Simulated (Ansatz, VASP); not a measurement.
Two plane-wave programs on InSb3

INCAR

```
SYSTEM = InSb3
  ALGO = Normal
  EDIFF = 1E-6
  ENCUT = 520
  GGA = PE
  ISIF = 2
  ISMEAR = -1
  LASPH = .True.
  LCHARG = .True.
  LELF = .True.
  LREAL = .False.
  LVHAR = .True.
  LWAVE = .False.
  NBANDS = 22
  NELM = 80
  PREC = Accurate
  SIGMA = 0.05
```

File KPOINTS:

```
k-points
0
Gamma
  6 6 6
  0 0 0
```

File POSCAR:

```
InSb3
1.0
    4.8063670000      0.0000000000      0.0000000000
    0.0000000000      4.8063670000      0.0000000000
    0.0000000000      0.0000000000      4.8063670000
Sb In
3 1
Direct
    0.5000000000      0.5000000000      0.0000000000
    0.0000000000      0.5000000000      0.5000000000
    0.5000000000      0.0000000000      0.5000000000
    0.0000000000      0.0000000000      0.0000000000
```

The input input.yaml:

```yaml
crystal:
  lattice:
    - [4.806367, 0.0, 0.0]
    - [0.0, 4.806367, 0.0]
    - [0.0, 0.0, 4.806367]
  atoms:
    - { symbol: Sb, position: [0.5, 0.5, 0.0] }
    - { symbol: Sb, position: [0.0, 0.5, 0.5] }
    - { symbol: Sb, position: [0.5, 0.0, 0.5] }
    - { symbol: In, position: [0.0, 0.0, 0.0] }
hamiltonian:
  xc: pbe
  pseudopotentials: { kind: paw }
kpoints:
  mp_grid: { grid: [6, 6, 6] }
  band_path:
    path:
      - [[0.0, 0.0, 0.0], [0.0, 0.5, 0.0], [0.5, 0.5, 0.0], [0.0, 0.0, 0.0], [0.5, 0.5, 0.5], [0.0, 0.5, 0.0]]
      - [[0.5, 0.5, 0.0], [0.5, 0.5, 0.5]]
    npoints: 14
scf:
  occupations: { method: fermi_dirac, width: 0.05 }
  n_extra_bands: 10
output:
  forces: true
  stress: true
  eigenvalues: true
  fatbands: false
  write_density: true
  write_potential: true
  elf: true
  volumetric_format: npy
```

Alike in both runs: functional PBE; k mesh 6 × 6 × 6; occupations fermi-dirac, width 0.05 eV; no spin polarisation.

```csv
,VASP,Ansatz
version,VASP 6.6.1,Ansatz 0.2.0
potentials or method,"VASP PAW PBE potentials, release 64 (Sb, In_d)",Ansatz PAW
plane-wave cutoff (eV),520,420
valence electrons in the cell,28,58
task,single point,band structure
```

Ansatz gave:

- gap on the k mesh at the Fermi level (eV): none
- pressure (GPa): 0.2

Which values does VASP return?

gap on the k mesh at the Fermi level (eV): none; pressure (GPa): 0.1.

A gap of «none» marks a metal or a gap that the smearing closes. VASP's potentials hold 28 valence electrons a cell and Ansatz's 58, so a difference there can come from the potentials and not from the codes.

Neither program's run includes spin-orbit coupling.
